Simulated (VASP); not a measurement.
Crystal: MnAs.

```
CELL_PARAMETERS angstrom
3.71000 0.00000 0.00000
-1.85500 3.21295 0.00000
0.00000 0.00000 5.69100
ATOMIC_POSITIONS crystal
As 0.66667 0.33333 0.75000
As 0.33333 0.66667 0.25000
Mn 0.00000 0.00000 0.50000
Mn 0.00000 0.00000 0.00000
```

| Item | Value |
| --- | --- |
| Program | VASP 6.6.1 |
| Task | relaxation of cell and atoms |
| Functional | revPBE |
| Dispersion | D3(BJ) |
| Potentials or basis | VASP PAW PBE potentials, release 64 (As, Mn_pv) |
| Cutoff | 600 eV |
| k mesh | 8 × 8 × 5 |
| Occupations | fermi-dirac, width 0.05 eV |
| Spin | collinear spin, ferromagnetic start |
| Starting moments | [0.0, 0.0, 4.0, 4.0] μB |

At the start: pressure -7.7 GPa; volume 16.96 Å³/atom.

How do energy, volume and symmetry change on relaxing?

Over 11 steps the energy falls by 60.1 meV/atom and the volume is 14.93 Å³/atom (-12.0 %); space group P6_3/mmc (No. 194, to 0.1 Å) before and after; moment 5.21 μB per cell.

The path:
| step | energy change (eV) | largest force (eV/Å) | pressure (GPa) | volume (Å³) |
| --- | --- | --- | --- | --- |
| 1 | 0.0000 | 0.0000 | -7.69 | 67.84 |
| 2 | -0.2391 | 0.0000 | -0.69 | 60.15 |
| 3 | -0.2401 | 0.0000 | -0.03 | 59.74 |
| 4 | -0.2400 | 0.0000 | 0.23 | 59.58 |
| 5 | -0.2402 | 0.0000 | -0.15 | 59.77 |
| 6 | -0.2402 | 0.0000 | -0.03 | 59.73 |
| 7 | -0.2402 | 0.0000 | 0.03 | 59.74 |
| 8 | -0.2402 | 0.0000 | 0.04 | 59.76 |
| 9 | -0.2402 | 0.0000 | -0.04 | 59.76 |
| 10 | -0.2402 | 0.0000 | -0.06 | 59.75 |
| 11 | -0.2403 | 0.0000 | 0.01 | 59.71 |

Final structure:
```
As Mn
1.0
     3.56583    0.00000    0.00000
    -1.78291    3.08810    0.00000
     0.00000    0.00000    5.42255
As Mn
2 2
Direct
  0.66667 0.33333 0.75000
  0.33333 0.66667 0.25000
  0.00000 0.00000 0.50000
  0.00000 0.00000 0.00000
```

Caveat: the PAW data sets were made with another functional, which shifts forces and pressure a little; only a ferromagnetic start was run, and an antiferromagnetic order may lie lower in energy.
